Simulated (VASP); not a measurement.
# B (P-1) in VASP: notebook

B is run at these levels: PBE; tasks: single point, relaxation of cell and atoms.

All numbers are computed with VASP 6.6.1; they aren't measurements. Logs are shortened: lines on timing, memory, paths and dates and some standing lists are left out, and cuts for length are marked.

**1. The cell of the first run**

The typed cell holds 6 atoms: a = 3.143 Å, b = 3.238 Å, c = 4.401 Å, α = 99.72°, β = 93.00°, γ = 91.27°.

**2. Single point, PBE**

INCAR reads:

```
SYSTEM = B
ALGO     = Normal         ! electronic algorithm
EDIFF    = 1E-6           ! SCF threshold, eV
ENCUT    = 520            ! plane-wave cutoff, eV
GGA      = PE             ! functional
ISIF     = 2              ! what is computed and relaxed
ISMEAR   = 0              ! smearing method
LASPH    = .TRUE.         ! aspherical terms in the spheres
LCHARG   = .FALSE.        ! write CHGCAR
LREAL    = .FALSE.        ! projectors in reciprocal space
LWAVE    = .FALSE.        ! write WAVECAR
NBANDS   = 18             ! bands
NELM     = 60             ! most SCF steps
PREC     = Accurate       ! precision mode
SIGMA    = 0.1            ! smearing width, eV
```

KPOINTS reads:

```
k-points
0
G
  12 12 10
  0 0 0
```

POSCAR reads:

```
B
1.0
    3.1427180728     -0.0046317951      0.0009861717
   -0.0669471282      3.2376535507     -0.0026204353
   -0.2330529893     -0.7446452330      4.3315356810
B
6
Direct
    0.7459967064      0.9066303012      0.4510878717
    0.7499508901      0.6201343629      0.0703918168
    0.2540032936      0.0933696988      0.5489121283
    0.2500491099      0.3798656371      0.9296081832
    0.0387449859      0.8343504725      0.8077506514
    0.9612550141      0.1656495275      0.1922493486
```

Potentials or basis: VASP PAW PBE potentials, release 64 (B).

Launch:

```console
$ cat potpaw_PBE.64/B/POTCAR > POTCAR
$ mpirun -np 1 vasp_std > vasp.out
```

OUTCAR:

```text
SYSTEM = B
   EDIFF = 1E-6
   ENCUT = 520
   GGA = PE
   ISIF = 2
   ISMEAR = 0
   LASPH = .TRUE.
   LREAL = .FALSE.
   NELM = 60
   PREC = Accurate

 ion  position               nearest neighbor table
   1  0.746  0.907  0.451-   6 1.68   3 1.70   3 1.72   2 1.77   5 1.83
   2  0.750  0.620  0.070-   5 1.73   4 1.77   1 1.77   6 1.78   6 1.85   4 1.86
   3  0.254  0.093  0.549-   5 1.68   1 1.70   1 1.72   4 1.77   6 1.83
   4  0.250  0.380  0.930-   6 1.73   2 1.77   3 1.77   5 1.78   5 1.85   2 1.86
   5  0.039  0.834  0.808-   3 1.68   2 1.73   4 1.78   1 1.83   4 1.85   6 1.88
   6  0.961  0.166  0.192-   1 1.68   4 1.73   2 1.78   3 1.83   2 1.85   5 1.88

  LATTYP: Found a triclinic cell.
 ALAT       =     3.2383466922
 B/A-ratio  =     2.3763060306
 C/A-ratio  =     3.7384429147
 COS(alpha) =     0.0033944592
 COS(beta)  =     0.6635050953
 COS(gamma) =     0.7360228513

  Lattice vectors:

 A1 = (  -0.0669471282,   3.2376535507,  -0.0026204353)
 A2 = (   2.7757708271,   5.7260300733,   4.3272809821)
 A3 = (  -2.8105063506,   7.9692293625,  -8.6692984043)

Analysis of symmetry for initial positions (statically):
=====================================================================
 Subroutine PRICEL returns:
 Original cell was already a primitive cell.

 Routine SETGRP: Setting up the symmetry group for a
 triclinic supercell.

 Subroutine GETGRP returns: Found  2 space group operations
 (whereof  2 operations were pure point group operations)
 out of a pool of  2 trial point group operations.

The static configuration has the point symmetry S_2 .

Analysis of symmetry for dynamics (positions and initial velocities):
=====================================================================
 Subroutine PRICEL returns:
 Original cell was already a primitive cell.

 Routine SETGRP: Setting up the symmetry group for a
 triclinic supercell.

 Subroutine GETGRP returns: Found  2 space group operations
 (whereof  2 operations were pure point group operations)
 out of a pool of  2 trial point group operations.

The dynamic configuration has the point symmetry S_2 .

 Subroutine INISYM returns: Found  2 space group operations
 (whereof  2 operations are pure point group operations),
 and found     1 'primitive' translations

----------------------------------------------------------------------------------------

                                     Primitive cell

  volume of cell :      44.0668

  direct lattice vectors                    reciprocal lattice vectors
     3.142718073 -0.004631795  0.000986172     0.318199889  0.006594406  0.018254018
    -0.066947128  3.237653551 -0.002620435     0.000438616  0.308917731  0.053130426
    -0.233052989 -0.744645233  4.331535681    -0.000072180  0.000185384  0.230892990

  length of vectors
     3.142721641  3.238346692  4.401251137     0.318791256  0.313453663  0.230893075

  position of ions in fractional coordinates (direct lattice)
     0.745996706  0.906630301  0.451087872
     0.749950890  0.620134363  0.070391817
     0.254003294  0.093369699  0.548912128
     0.250049110  0.379865637  0.929608183
     0.038744986  0.834350472  0.807750651
     0.961255014  0.165649528  0.192249349

  ion indices of the primitive-cell ions
   primitive index   ion index
                 1           1
                 2           2
                 3           3
                 4           4
                 5           5
                 6           6

----------------------------------------------------------------------------------------

 KPOINTS: k-points

Automatic generation of k-mesh.
 Grid dimensions read from file:
 generate k-points for:   12   12   10

 Generating k-lattice:

  Cartesian coordinates                     Fractional coordinates (reciprocal lattice)
     0.026516657  0.000549534  0.001521168     0.083333333  0.000000000 -0.000000000
     0.000036551  0.025743144  0.004427536     0.000000000  0.083333333 -0.000000000
    -0.000007218  0.000018538  0.023089299     0.000000000 -0.000000000  0.100000000

  Length of vectors
     0.026565938  0.026121139  0.023089308

  Shift w.r.t. Gamma in fractional coordinates (k-lattice)
     0.000000000  0.000000000  0.000000000

 Subroutine IBZKPT returns following result:
 ===========================================

 Found    724 irreducible k-points:

 Following reciprocal coordinates:
            Coordinates               Weight
  0.000000  0.000000  0.000000      1.000000
  0.083333 -0.000000  0.000000      2.000000
  0.166667  0.000000  0.000000      2.000000
  0.250000 -0.000000 -0.000000      2.000000
  0.333333  0.000000  0.000000      2.000000
  0.416667 -0.000000  0.000000      2.000000
[... 16 lines left out ...]
  0.250000  0.166667  0.000000      2.000000
  0.333333  0.166667 -0.000000      2.000000
 [... further k-points ...]
   k-points           NKPTS =    724   k-points in BZ     NKDIM =    724   number of bands    NBANDS=     18
   number of dos      NEDOS =    301   number of ions     NIONS =      6
   total plane-waves  NPLWV =  20736
   dimension x,y,z NGX =    24 NGY =   24 NGZ =   36
   dimension x,y,z NGXF=    48 NGYF=   48 NGZF=   72
   ions per type =               6
   NGX,Y,Z   is equivalent  to a cutoff of  12.70, 12.32, 13.60 a.u.
   NGXF,Y,Z  is equivalent  to a cutoff of  25.39, 24.64, 27.20 a.u.
 SYSTEM =  B
   PREC   = accura    normal or accurate (medium, high low for compatibility)
   ISTART =      0    job   : 0-new  1-cont  2-samecut
   ICHARG =      2    charge: 1-file 2-atom 10-const
   ISPIN  =      1    spin polarized calculation?
   LNONCOLLINEAR =      F non collinear calculations
   LSORBIT =      F    spin-orbit coupling
   LASPH  =      T    aspherical Exc in radial PAW
   ENCUT  =  520.0 eV  38.22 Ry    6.18 a.u.   5.84  6.02  8.18*2*pi/ulx,y,z
   NELM   =     60;   NELMIN=  2; NELMDL= -5     # of ELM steps
   EDIFF  = 0.1E-05   stopping-criterion for ELM
   LREAL  =      F    real-space projection
   EDIFFG = 0.1E-04   stopping-criterion for IOM
   NSW    =      0    number of steps for IOM
   IBRION =     -1    ionic relax: 0-MD 1-quasi-New 2-CG
   NFREE  =      0    steps in history (QN), initial steepest desc. (CG)
   ISIF   =      2    stress and relaxation
   ISYM   =      2    0-nonsym 1-usesym 2-fastsym
   POTIM  = 0.5000    time-step for ionic-motion
   TEBEG  =    0.0;   TEEND  =   0.0 temperature during run
   PSTRESS=    0.0 pullay stress
   NELECT =      18.0000    total number of electrons
   NUPDOWN=      -1.0000    fix difference up-down
   EMIN   =  10.00;   EMAX   =-10.00  energy-range for DOS
   EFERMI =   0.00;   METHOD = LEGACY
   ISMEAR =     0;   SIGMA  =   0.10  broadening in eV -4-tet -1-fermi 0-gaus
   EFERMI_NEDOS =   21; number of points for ismear=-14 and -15
   IALGO  =     38    algorithm
   IMIX   =      4    mixing-type and parameters
     AMIX     =   0.40;   BMIX     =  1.00
     AMIX_MAG =   1.60;   BMIX_MAG =  1.00
  volume/ion in A,a.u.               =       7.34        49.56
  Fermi-wavevector in a.u.,A,eV,Ry     =   1.214680  2.295412 20.074668  1.475446
  Thomas-Fermi vector in A             =   2.350091
   LORBIT       =      0    0 simple, 1 ext, 2 COOP (PROOUT), +10 PAW based schemes
   GGA     = PE    functional components
   LHFCALC =     F    Hartree Fock is set to
   AEXX    =    0.0000 exact exchange contribution
   IVDW    =     0    specifies the selected vdW correction
   LEPSILON=     F    determine dielectric tensor
   LRPA    =     F    only Hartree local field effects (RPA)
 non-spin polarized calculation
 Gauss-broadening in eV      SIGMA  =   0.10
  energy-cutoff  :      520.00
  volume of cell :       44.07
 maximum number of plane-waves:      1203
   NGX = 11   NGY = 13   NGZ = 17

 number of electron      18.0000000 magnetization

 Free energy of the ion-electron system (eV)
  ---------------------------------------------------
  ext. energy  EPLUGINS =         0.00000000
  ---------------------------------------------------
  free energy    TOTEN  =       -38.68715483 eV

  energy without entropy =      -38.68449121  energy(sigma->0) =      -38.68582302

 E-fermi :   5.8379     XC(G=0): -11.6150

 val. band max:        5.8371401281   @ k =   0.0833  -0.3333   0.2000
 cond. band min:       5.8477382286   @ k =   0.4167  -0.2500   0.1000
 fundamental gap:      0.0105981005
 Fermi energy:         5.8379473945

 k-point     1 :       0.0000    0.0000    0.0000
  band No.  band energies     occupation
      1      -9.6185      2.00000
      2      -3.9098      2.00000
      3      -3.5648      2.00000
      4       0.8787      2.00000
      5       1.1303      2.00000
      6       2.1108      2.00000
[... 10 lines left out ...]
     17      15.3011      0.00000
     18      18.1630      0.00000

 k-point     2 :       0.0833   -0.0000    0.0000
  band No.  band energies     occupation
      1      -9.5450      2.00000
      2      -3.8689      2.00000
      3      -3.5023      2.00000
      4       0.4481      2.00000
      5       1.0923      2.00000
      6       1.9000      2.00000
[... 10 lines left out ...]
     17      15.3720      0.00000
     18      18.0307      0.00000

 k-point     3 :       0.1667    0.0000    0.0000
  band No.  band energies     occupation
      1      -9.3278      2.00000
      2      -3.7439      2.00000
      3      -3.3606      2.00000
      4      -0.6692      2.00000
      5       1.2276      2.00000
      6       1.8892      2.00000
[... 10 lines left out ...]
     17      15.5007      0.00000
     18      17.8863      0.00000

 k-point     4 :       0.2500   -0.0000   -0.0000
  band No.  band energies     occupation
      1      -8.9791      2.00000
      2      -3.5530      2.00000
      3      -3.3597      2.00000
      4      -1.5835      2.00000
      5       1.4564      2.00000
      6       1.9805      2.00000
[... 375 lines left out ...]
      4      -1.2611      2.00000
      5      -0.2132      2.00000
      6       1.8439      2.00000
[... 10 lines left out ...]
     17      16.3426      0.00000
     18      17.3748      0.00000

 k-point    23 :       0.2500    0.1667    0.0000
  band No.  band energies     occupation
      1      -8.6646      2.00000
      2      -3.8103      2.00000
      3      -2.8242      2.00000
      4      -1.3557      2.00000
      5      -0.7249      2.00000
      6       1.8992      2.00000
[... 10 lines left out ...]
     17      17.0534      0.00000
     18      17.1591      0.00000

 k-point    24 :       0.3333    0.1667   -0.0000
  band No.  band energies     occupation
      1      -8.2189      2.00000
      2      -3.8411      2.00000
      3      -3.1975      2.00000
      4      -1.3008      2.00000
      5      -0.4814      2.00000
      6       1.7041      2.00000
[... 10 lines left out ...]
     17      17.0181      0.00000
     18      17.8264      0.00000

 [... further k-points ...]
[... 5 lines left out ...]
  --------------------------------------------------------------------------------------
  -------------------------------------------------------------------------------------
  Total        0.0053832      0.0041584      0.0183759      0.0126164     -0.0098483     -0.0112471
  in kB        0.1957204      0.1511917      0.6681079      0.4587074     -0.3580635     -0.4089201
  external PRESSURE =       0.3383400 kB  Pullay stress =       0.0000000 kB

 VOLUME and BASIS-vectors are now :
 -----------------------------------------------------------------------------
  energy-cutoff  :      520.00
  volume of cell :       44.07
      direct lattice vectors                 reciprocal lattice vectors
     3.142718073 -0.004631795  0.000986172     0.318199889  0.006594406  0.018254018
    -0.066947128  3.237653551 -0.002620435     0.000438616  0.308917731  0.053130426
    -0.233052989 -0.744645233  4.331535681    -0.000072180  0.000185384  0.230892990

 POSITION                                       TOTAL-FORCE (eV/Angst)
 -----------------------------------------------------------------------------------
      2.17863      2.59600      1.95226        -0.010840     -0.000038      0.006733
      2.29896      1.95189      0.30402        -0.002126     -0.004470     -0.000814
      0.66408     -0.10762      2.37764         0.010840      0.000038     -0.006733
      0.54375      0.53649      4.02588         0.002126      0.004470      0.000814
     -0.12234      2.09967      3.49665        -0.001228      0.004033      0.005758
      2.96506      0.38871      0.83325         0.001228     -0.004033     -0.005758
 -----------------------------------------------------------------------------------
    total drift:                               -0.000000      0.000000     -0.000000

  FREE ENERGIE OF THE ION-ELECTRON SYSTEM (eV)
  ---------------------------------------------------
  free  energy   TOTEN  =       -38.6871548319 eV

  energy  without entropy=      -38.6844912078  energy(sigma->0) =      -38.68582302
```

Wall time 3.3 min (1 thread of Intel Xeon Platinum 8488C (Sapphire Rapids), shared host); peak memory 0.47 GiB.

Results:

```
Free energy            : -38.6872 eV
Pressure               : 0.0 GPa
Largest force          : 0.013 eV/Å
Band gap on the k mesh : zero (bands 9 and 10 overlap by 2.79 eV)
```

Forces on the atoms (eV/Å):
```
B   -0.011  0.000  0.007
B   -0.002 -0.004 -0.001
B    0.011  0.000 -0.007
B    0.002  0.004  0.001
B   -0.001  0.004  0.006
B    0.001 -0.004 -0.006
```

**3. Relaxation of cell and atoms, PBE**

INCAR reads:

```
PREC = Accurate
ENCUT = 600
EDIFF = 1E-7
ISMEAR = 0
SIGMA = 0.1
LREAL = False
LASPH = True
NELM = 80
ALGO = Fast
ISIF = 3
LWAVE = False
LCHARG = False
GGA = PE
IBRION = 2
NSW = 100
EDIFFG = -0.01
```

KPOINTS reads:

```
Automatic mesh
0
Gamma
  12 12 10
```

POSCAR reads:

```
B
1.0
    3.1404889935      0.0000000000      0.0000000000
   -0.0621296294      3.2365011335      0.0000000000
   -0.2353397149     -0.7412676453      4.3325393447
B
6
Direct
    0.7461533301      0.9061982908      0.4506409616
    0.7496129691      0.6207271054      0.0701534911
    0.2538466699      0.0938017092      0.5493590384
    0.2503870309      0.3792728946      0.9298465089
    0.0384467740      0.8340567960      0.8076639212
    0.9615532260      0.1659432040      0.1923360788
```

Potentials or basis: VASP PAW PBE potentials, release 64 (B).

Launch:

```console
$ cat potpaw_PBE.64/B/POTCAR > POTCAR
$ mpirun -np 1 vasp_std > vasp.out
```

Wall time 17 min (1 thread of Oxide Virtual Turin-like, shared host); peak memory 0.44 GiB.

Results (log left out):

```yaml
Free_energy: -38.6925 eV
Relaxed_volume: 7.34 Å³/atom
Relaxed_cell: a = 3.142 Å, b = 3.238 Å, c = 4.401 Å, α = 99.74°, β = 93.05°, γ = 91.23°
Space_group_after_relaxing_to_0.1_Å: P-1 (No. 2)
Energy_gained_by_relaxing: 0.1 meV/atom
Ionic_steps: 4
Pressure_after_relaxing: 0.1 GPa
Largest_force_after_relaxing: 0.009 eV/Å
Band_gap_on_the_k_mesh: zero (bands 9 and 10 overlap by 2.79 eV)
```

Forces in eV/Å, atoms in the order of the input:
```
B    0.005 -0.004  0.007
B   -0.007 -0.004  0.000
B   -0.005  0.004 -0.007
B    0.007  0.004  0.000
B   -0.002  0.003 -0.001
B    0.002 -0.003  0.001
```

The path:
```
step  energy change (eV)  largest force (eV/Å)  pressure (GPa)  volume (Å³)
   1              0.0000                0.0368            0.09        44.04
   2             -0.0003                0.0180           -0.07        44.06
   3             -0.0003                0.0180           -0.07        44.06
   4             -0.0004                0.0093            0.07        44.05
```

Final structure:
```
B
1.0
     3.14226   -0.00359   -0.00004
    -0.06587    3.23708   -0.00300
    -0.23467   -0.74514    4.33130
B
6
Direct
  0.74589 0.90686 0.45101
  0.75003 0.62027 0.07028
  0.25411 0.09314 0.54899
  0.24997 0.37973 0.92972
  0.03898 0.83432 0.80783
  0.96102 0.16568 0.19217
```

Levels at points of the mesh, in eV from the Fermi level:
```
           k point  band 7  band 8  band 9  band 10  band 11  band 12
(0.00, 0.00, 0.00)   -2.57   -1.47   -1.26     0.36     3.43     4.94
(0.50, 0.00, 0.00)   -3.64   -3.42   -0.49     0.62     3.34     4.79
(0.00, 0.50, 0.00)   -2.69   -2.06   -1.01     0.53     4.28     6.25
(0.50, 0.50, 0.00)   -3.84   -3.35   -2.73    -2.02     1.16     5.07
(0.00, 0.00, 0.50)   -2.65   -2.16   -1.42     0.38     1.47     3.62
(0.50, 0.00, 0.50)   -2.14   -0.96   -0.85     1.23     3.01     5.64
(0.00, 0.50, 0.50)   -2.17   -1.00    0.77     0.91     3.63     4.54
(0.50, 0.50, 0.50)   -5.56   -3.95   -2.84     3.05     4.42     5.40
```
